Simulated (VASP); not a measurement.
Here is a VASP 6.6.1 calculation.

File POSCAR:

```
C
1.0
    1.7801417073     -1.7801417073      0.0000000000
    1.7801417073      0.0000000000     -1.7801417073
    7.6546093415      6.5865243171      7.1205668293
C
12
Direct
    0.5854066667      0.6666666667      0.2708666667
   -0.0312600000      0.0000000000      0.1042000000
    0.2020733333      0.3333333333      0.4375333333
    0.4354066667      0.6666666667      0.7708666667
    0.8187400000      1.0000000000      0.6042000000
    0.0520733333      0.3333333333      0.9375333333
    0.5479066667      0.6666666667      0.3958666667
    0.9312400000      1.0000000000      0.2292000000
    0.1645733333      0.3333333333      0.5625333333
    0.3979066667      0.6666666667      0.8958666667
   -0.2187600000      0.0000000000      0.7292000000
    0.3145733333      0.3333333333      0.0625333333
```

File INCAR.step1:

```
SYSTEM = C
PREC = Accurate ; ENCUT = 520
ISMEAR = 0 ; SIGMA = 0.05
LREAL = .False. ; LASPH = .True.
NELM = 60 ; NBANDS = 36
GGA = PE ; ALGO = Normal
EDIFF = 1E-4 ; LWAVE = .True.
LCHARG = .False.
```

INCAR.step2

```
SYSTEM = C
PREC = Accurate ; ENCUT = 520
EDIFF = 1E-7 ; ISMEAR = 0
SIGMA = 0.05 ; LREAL = .False.
LASPH = .True. ; NELM = 60
ALGO = Normal ; ISIF = 2
LWAVE = .False. ; LCHARG = .False.
METAGGA = R2SCAN ; LMIXTAU = .True.
NBANDS = 36 ; ISTART = 1
```

KPOINTS

```
regular mesh
0
Gamma
  10 10 2
  0 0 0
```

Potentials or basis: VASP PAW PBE potentials, release 64 (C).

Command:

```console
$ cat potpaw_PBE.64/C/POTCAR > POTCAR
$ cp INCAR.step1 INCAR
$ mpirun -np 1 vasp_std > vasp.out
$ cp INCAR.step2 INCAR
$ mpirun -np 1 vasp_std > vasp.out
```

(1) Predict the band gap on the k mesh.

(2) What does it give for the largest force?

## Answers

(1) 1.12 eV (least direct gap 2.90 eV).

(2) 5.087 eV/Å.

Caveat: the cell differs from its parent crystal (the part above a cut slid along it); the PAW data sets were made with another functional, which shifts forces and pressure a little.
